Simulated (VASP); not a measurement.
SnTe, 2 atoms in the cell. It takes space group I4/mmm (No. 139, tetragonal). Conventional cell: a = 4.576 Å, b = 4.576 Å, c = 5.997 Å, α = 90.00°, β = 90.00°, γ = 90.00°. Within 3.9 Å of Sn (site symmetry 4/mmm) lie 6 Te at 3.00 to 3.24 Å. Within 3.9 Å of Te (site symmetry 4/mmm) lie 6 Sn at 3.00 to 3.24 Å.  This cell differs from its parent crystal: strain +0.025 along x and y, -0.050 along z.

| Quantity | Value |
| --- | --- |
| Program | VASP 6.6.1 |
| Task | single point |
| Functional | PBE |
| Potentials or basis | VASP PAW PBE potentials, release 64 (Sn_d, Te) |
| Cutoff | 520 eV |
| k mesh | 10 × 10 × 10 |
| Occupations | gaussian, width 0.03 eV |
| Spin | no spin polarisation |
| Dipole correction | no |
| Further INCAR settings | ALGO = Normal; EDIFF = 1e-07; NBANDS = 17 |

Potentials or basis: VASP PAW PBE potentials, release 64 (Sn_d, Te).

The run is started by

```bash
$ cat potpaw_PBE.64/Sn_d/POTCAR potpaw_PBE.64/Te/POTCAR > POTCAR
$ mpirun -np 1 vasp_std > vasp.out
```

Hardware: 1 thread of Intel(R) Xeon(R) 6975P-C (Granite Rapids), on a shared host.

Q: How long does it take, and how much memory?

A: Run time: 59 s on 1 thread of Intel(R) Xeon(R) 6975P-C (Granite Rapids) (shared host), peak memory 0.27 GiB. Counts: scf iterations 14, k points 102.
